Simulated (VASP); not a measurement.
# Al2H3 (P-3m1) in VASP: notebook, part 2 of 2

VASP 6.6.1. Earlier steps stand in the parts before.

## (3) Single point, PBE

This run uses another cell than the first one, of 9.44 Å³/atom, 1.055 times its volume.

The input, INCAR:

```
PREC = Accurate ; ENCUT = 500
EDIFF = 1E-6 ; ISMEAR = 0
SIGMA = 0.1 ; LREAL = F
LASPH = T ; NELM = 120
ALGO = Normal ; ISIF = 2
LWAVE = F ; LCHARG = F
GGA = PE ; NBANDS = 12
GGA_COMPAT = F
```

The input, KPOINTS:

```
Automatic mesh
0
Gamma
  6 6 4
```

The input, POSCAR:

```
Al2H3
1.0
    3.2721643352      0.0000000000      0.0000000000
   -1.6360821676      2.8337774397      0.0000000000
    0.0000000000      0.0000000000      5.0909561865
Al H
2 3
Direct
    0.3333333333      0.6666666667      0.2450000000
    0.6666666667      0.3333333333      0.7550000000
    0.0000000000      0.0000000000      0.0000000000
    0.3333333333      0.6666666667      0.6450000000
    0.6666666667      0.3333333333      0.3550000000
```

Potentials or basis: VASP PAW PBE potentials, release 64 (Al, H).

Started as:

```sh
cat potpaw_PBE.64/Al/POTCAR potpaw_PBE.64/H/POTCAR > POTCAR
mpirun -np 1 vasp_std > vasp.out
```

OUTCAR:

```text
PREC = Accurate
   ENCUT = 500
   EDIFF = 1E-6
   ISMEAR = 0
   LREAL = F
   LASPH = T
   NELM = 120
   ISIF = 2
   GGA = PE

 ion  position               nearest neighbor table
   1  0.333  0.667  0.245-   5 1.97   5 1.97   5 1.97   4 2.04   2 3.13   2 3.13   2 3.13   2 3.21
                             2 3.21   2 3.21
   2  0.667  0.333  0.755-   4 1.97   4 1.97   4 1.97   5 2.04   1 3.13   1 3.13   1 3.13   1 3.21
                             1 3.21   1 3.21
   3  0.000  0.000  0.000-
   4  0.333  0.667  0.645-   2 1.97   2 1.97   2 1.97   1 2.04
   5  0.667  0.333  0.355-   1 1.97   1 1.97   1 1.97   2 2.04

  LATTYP: Found a hexagonal cell.
 ALAT       =     3.2721643352
 C/A-ratio  =     1.5558375635

  Lattice vectors:

 A1 = (   3.2721643352,   0.0000000000,   0.0000000000)
 A2 = (  -1.6360821676,   2.8337774397,   0.0000000000)
 A3 = (   0.0000000000,   0.0000000000,   5.0909561865)

Analysis of symmetry for initial positions (statically):
=====================================================================
 Subroutine PRICEL returns:
 Original cell was already a primitive cell.
[... 193 lines left out ...]
     10      14.6730      0.00000
     11      15.9676      0.00000
     12      16.0009      0.00000
[... 331 lines left out ...]
 k-point    24 :       0.3333    0.3333    0.5000
  band No.  band energies     occupation
      1      -0.7098      2.00000
      2      -0.7098      2.00000
      3       0.4474      2.00000
      4       3.0253      2.00000
      5       3.0253      2.00000
      6       4.0612      2.00000
      7      11.3128      0.00000
      8      11.3128      0.00000
      9      11.9027      0.00000
     10      13.3925      0.00000
     11      13.3925      0.00000
     12      14.8767      0.00000

------------------------ aborting loop because EDIFF is reached ----------------------------------------

  FORCE on cell =-STRESS in cart. coord.  units (eV):
  Direction    XX          YY          ZZ          XY          YZ          ZX
  --------------------------------------------------------------------------------------
  -------------------------------------------------------------------------------------
  Total       -0.3579156     -0.3579156     -2.1787618      0.0000000     -0.0000000     -0.0000000
  in kB      -12.1476157    -12.1476157    -73.9469272      0.0000000     -0.0000000     -0.0000000
  external PRESSURE =     -32.7473862 kB  Pullay stress =       0.0000000 kB

 VOLUME and BASIS-vectors are now :
 -----------------------------------------------------------------------------
  energy-cutoff  :      500.00
  volume of cell :       47.21
      direct lattice vectors                 reciprocal lattice vectors
     3.272164335  0.000000000  0.000000000     0.305608123  0.176442932  0.000000000
    -1.636082168  2.833777440  0.000000000     0.000000000  0.352885864  0.000000000
     0.000000000  0.000000000  5.090956186     0.000000000  0.000000000  0.196426754

 POSITION                                       TOTAL-FORCE (eV/Angst)
 -----------------------------------------------------------------------------------
     -0.00000      1.88918      1.24728         0.000000      0.000000     -0.484645
      1.63608      0.94459      3.84367        -0.000000     -0.000000      0.484645
      0.00000      0.00000      0.00000         0.000000      0.000000      0.000000
     -0.00000      1.88918      3.28367        -0.000000      0.000000     -0.092049
      1.63608      0.94459      1.80729        -0.000000     -0.000000      0.092049
 -----------------------------------------------------------------------------------
    total drift:                                0.000000     -0.000000     -0.000000

  FREE ENERGIE OF THE ION-ELECTRON SYSTEM (eV)
  ---------------------------------------------------
  free  energy   TOTEN  =       -15.5017735045 eV

  energy  without entropy=      -15.4938746924  energy(sigma->0) =      -15.49782410
```

OSZICAR:

```text
N       E                     dE             d eps       ncg     rms          rms(c)
DAV:   1    -0.150951406058E+01   -0.15095E+01   -0.28809E+03   576   0.525E+02
DAV:   2    -0.154629112077E+02   -0.13953E+02   -0.13310E+02   716   0.765E+01
DAV:   3    -0.160188955469E+02   -0.55598E+00   -0.54989E+00   756   0.134E+01
DAV:   4    -0.160223892419E+02   -0.34937E-02   -0.34933E-02   652   0.125E+00
DAV:   5    -0.160224420841E+02   -0.52842E-04   -0.52841E-04   752   0.163E-01    0.376E+00
DAV:   6    -0.156244911479E+02    0.39795E+00   -0.30670E-01   640   0.246E+00    0.181E+00
DAV:   7    -0.155010220087E+02    0.12347E+00   -0.35286E-01   684   0.283E+00    0.364E-01
DAV:   8    -0.155019294749E+02   -0.90747E-03   -0.10908E-02   668   0.675E-01    0.174E-01
DAV:   9    -0.155018046816E+02    0.12479E-03   -0.12750E-03   696   0.170E-01    0.914E-02
DAV:  10    -0.155018050919E+02   -0.41026E-06   -0.12193E-04   672   0.708E-02    0.390E-02
DAV:  11    -0.155017732112E+02    0.31881E-04   -0.11880E-04   660   0.484E-02    0.774E-03
DAV:  12    -0.155017735045E+02   -0.29329E-06   -0.83361E-06   668   0.192E-02
   1 F= -.15501774E+02 E0= -.15497824E+02  d E =-.789881E-02
```

It took 17 s on 1 thread of Intel Xeon 8259CL, shared host; peak memory 0.15 GiB.

Results:

```
Free energy   : -15.5018 eV
Pressure      : -3.3 GPa
Largest force : 0.485 eV/Å
```

Forces in eV/Å, atoms in the order of the input:
```
Al   0.000  0.000 -0.485
Al   0.000  0.000  0.485
H    0.000  0.000  0.000
H    0.000  0.000 -0.092
H    0.000  0.000  0.092
```

Levels at points of the mesh, in eV from the Fermi level:
```
           k point  band 2  band 3  band 4  band 5  band 6  band 7
(0.00, 0.00, 0.00)   -7.07   -7.02    2.94    4.47    5.54    5.54
(0.50, 0.00, 0.00)   -7.82   -4.71   -2.10   -1.28   -0.78    2.00
(0.00, 0.00, 0.50)  -10.69   -2.69    1.55    4.90    5.46    6.52
(0.50, 0.00, 0.50)   -6.94   -6.59   -4.54    1.33    1.64    3.25
```

Caveat: the k points lie up to 0.37 Å⁻¹ apart.

## (4) Relaxation of cell and atoms, PBE

This run uses another cell than the first one, of 9.44 Å³/atom, 1.055 times its volume.

The input, INCAR:

```
PREC = Accurate
ENCUT = 500
EDIFF = 1E-7
ISMEAR = 0
SIGMA = 0.1
LREAL = False
LASPH = True
NELM = 120
ALGO = Normal
ISIF = 3
LWAVE = False
LCHARG = False
GGA = PE
IBRION = 2
NSW = 90
EDIFFG = -0.04
GGA_COMPAT = False
NELMIN = 4
```

KPOINTS is that of step 3.

POSCAR is that of step 3.

Started as:

```sh
cat potpaw_PBE.64/Al/POTCAR potpaw_PBE.64/H/POTCAR > POTCAR
mpirun -np 1 vasp_std > vasp.out
```

Run time: 1.9 min. Hardware: 1 thread of Intel Xeon 8259CL, shared host; peak memory 0.16 GiB.

The run converged. Its results:

```
Free energy                            : -15.6799 eV
Relaxed volume                         : 8.94 Å³/atom
Relaxed cell                           : a = 3.376 Å, b = 3.376 Å, c = 4.526 Å, α = 90.00°, β = 90.00°, γ = 120.00°
Space group after relaxing (to 0.05 Å) : P-3m1 (No. 164)
Energy gained by relaxing              : 35.6 meV/atom
Ionic steps                            : 13
Pressure after relaxing                : -0.1 GPa
Largest force after relaxing           : 0.018 eV/Å
```

Forces in eV/Å, atoms in the order of the input:
```
Al   0.000  0.000 -0.003
Al   0.000  0.000  0.003
H    0.000  0.000  0.000
H    0.000  0.000  0.018
H    0.000  0.000 -0.018
```

Stress tensor (GPa, compression positive):
```
 0.17  0.00  0.00
 0.00  0.17  0.00
 0.00  0.00 -0.56
```

The path:
| step | energy change (eV) | largest force (eV/Å) | pressure (GPa) | volume (Å³) |
| --- | --- | --- | --- | --- |
| 1 | 0.0000 | 0.4848 | -3.28 | 47.21 |
| 2 | -0.0623 | 0.3794 | -2.04 | 45.89 |
| 3 | -0.1057 | 0.1502 | 0.21 | 44.17 |
| 4 | -0.1115 | 0.0595 | 1.22 | 43.44 |
| 5 | -0.1121 | 0.0208 | 1.82 | 43.07 |
| 6 | -0.1322 | 0.1167 | 1.16 | 43.58 |
| 7 | -0.1600 | 0.3671 | -0.57 | 45.05 |
| 8 | -0.1702 | 0.1901 | -0.64 | 45.25 |
| 9 | -0.1705 | 0.1491 | -0.64 | 45.28 |
| 10 | -0.1744 | 0.0880 | -0.26 | 44.97 |
| 11 | -0.1768 | 0.0814 | 0.36 | 44.50 |
| 12 | -0.1779 | 0.0464 | 0.12 | 44.60 |
| 13 | -0.1782 | 0.0182 | -0.07 | 44.69 |

Final structure:
```
Al H
1.0
     3.37628    0.00000    0.00000
    -1.68814    2.92394    0.00000
     0.00000    0.00000    4.52649
Al H
2 3
Direct
  0.33333 0.66667 0.23261
  0.66667 0.33333 0.76739
  0.00000 0.00000 0.00000
  0.33333 0.66667 0.64487
  0.66667 0.33333 0.35513
```

Levels at points of the mesh, in eV from the Fermi level:
| k point | band 2 | band 3 | band 4 | band 5 | band 6 | band 7 |
| --- | --- | --- | --- | --- | --- | --- |
| (0.00, 0.00, 0.00) | -6.43 | -5.67 | 2.34 | 3.53 | 4.21 | 4.21 |
| (0.50, 0.00, 0.00) | -8.30 | -4.42 | -1.82 | -0.27 | 0.39 | 0.95 |
| (0.00, 0.00, 0.50) | -10.80 | -1.39 | 4.11 | 4.30 | 5.47 | 5.77 |
| (0.50, 0.00, 0.50) | -7.05 | -6.93 | -4.77 | 1.43 | 1.62 | 2.35 |

Caveat: the k points lie up to 0.36 Å⁻¹ apart in the final cell.

## (5) Summary

```csv
task,cell,gap on the mesh (eV),pressure (GPa),largest force (eV/Å)
single point,"a = 3.386, b = 3.386, c = 4.509 Å, angles 90.0, 90.0, 120.0°, 5 atoms",none,-0.2,0.01
single point,"a = 3.272, b = 3.272, c = 5.091 Å, angles 90.0, 90.0, 120.0°, 5 atoms",none,-3.3,0.48
relaxation of cell and atoms,"relaxed from a = 3.272, b = 3.272, c = 5.091 Å, angles 90.0, 90.0, 120.0°, 5 atoms",none,-0.1,0.02
```

Alike in all rows: level PBE; potentials or basis VASP PAW PBE potentials, release 64 (Al, H); no spin polarisation; k mesh 6 × 6 × 4; cutoff (eV) 500; smearing gaussian 0.1 eV.

Caveats: some runs use coarse meshes.

Total energies depend on the potentials used, so only differences within one code and one set of settings carry meaning.
